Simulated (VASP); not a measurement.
**CsCdCl3: relaxation of cell and atoms with LDA**

Crystal: CsCdCl3.

```
Cs Cd Cl
1.0
     4.83885    0.00000    0.00000
     0.00000    4.83885    0.00000
     0.00000    0.00000    4.83885
Cs Cd Cl
1 1 3
Direct
  0.00000 0.00000 0.00000
  0.50000 0.50000 0.50000
  0.00000 0.50000 0.50000
  0.50000 0.00000 0.50000
  0.50000 0.50000 0.00000
```

| Quantity | Value |
| --- | --- |
| Program | VASP 6.6.1 |
| Task | relaxation of cell and atoms |
| Functional | LDA |
| Potentials or basis | VASP PAW LDA potentials, release 64 (Cs_sv, Cd, Cl) |
| Cutoff | 500 eV |
| k mesh | 6 × 6 × 6 |
| Occupations | gaussian, width 0.02 eV |
| Spin | no spin polarisation |
| Target pressure | 10 GPa |
| Dipole correction | no |
| Further INCAR settings | ALGO = Normal; EDIFF = 1e-07; IBRION = 2; EDIFFG = -0.008; NSW = 70; ISIF = 3 |

```
Relaxed volume                                             : 22.97 Å³/atom
Relaxed cell                                               : a = 4.861 Å, b = 4.861 Å, c = 4.861 Å, α = 90.00°, β = 90.00°, γ = 90.00°
Space group after relaxing (to 0.1 Å)                      : Pm-3m (No. 221)
Energy change on relaxing (the run minimises the enthalpy) : -20.5 meV/atom
Ionic steps                                                : 3
Pressure after relaxing                                    : 10.0 GPa
Band gap on the k mesh                                     : 1.80 eV (least direct gap 3.02 eV)
```

Step by step:
```csv
step,energy change (eV),largest force (eV/Å),pressure (GPa),volume (Å³)
1,0.0000,0.0000,11.24,113.30
2,-0.1828,0.0000,8.99,116.20
3,-0.1027,0.0000,10.00,114.85
```

Final structure:
```yaml
crystal:
  lattice:
    - [4.86084, 0.00000, 0.00000]
    - [0.00000, 4.86084, 0.00000]
    - [0.00000, 0.00000, 4.86084]
  atoms:
    - { symbol: Cs, position: [0.00000, 0.00000, 0.00000] }
    - { symbol: Cd, position: [0.50000, 0.50000, 0.50000] }
    - { symbol: Cl, position: [0.00000, 0.50000, 0.50000] }
    - { symbol: Cl, position: [0.50000, 0.00000, 0.50000] }
    - { symbol: Cl, position: [0.50000, 0.50000, 0.00000] }
```

Levels at points of the mesh, in eV from the valence-band top:
| k point | band 18 | band 19 | band 20 | band 21 | band 22 | band 23 | band 24 | band 25 |
| --- | --- | --- | --- | --- | --- | --- | --- | --- |
| (0.00, 0.00, 0.00) | -1.86 | -1.22 | -1.22 | -1.22 | 1.80 | 4.97 | 4.97 | 5.51 |
| (0.50, 0.00, 0.00) | -1.73 | -1.73 | -1.67 | -1.67 | 5.13 | 6.75 | 6.79 | 7.08 |
| (0.50, 0.50, 0.00) | -1.86 | -1.86 | -0.98 | -0.02 | 7.08 | 7.08 | 7.14 | 7.61 |
| (0.50, 0.50, 0.50) | -0.94 | -0.94 | 0.00 | 0.00 | 5.31 | 5.31 | 5.31 | 7.00 |

It took 48 s on 1 thread of AMD EPYC 9R45 96-Core Processor (Zen 5) (shared host), peak memory 0.18 GiB.

Caveat: the cell is relaxed towards a set pressure, so the run minimises the enthalpy, not the energy; spin-orbit coupling is left out, which moves the levels of the heavy elements. A k mesh can miss the band edges.
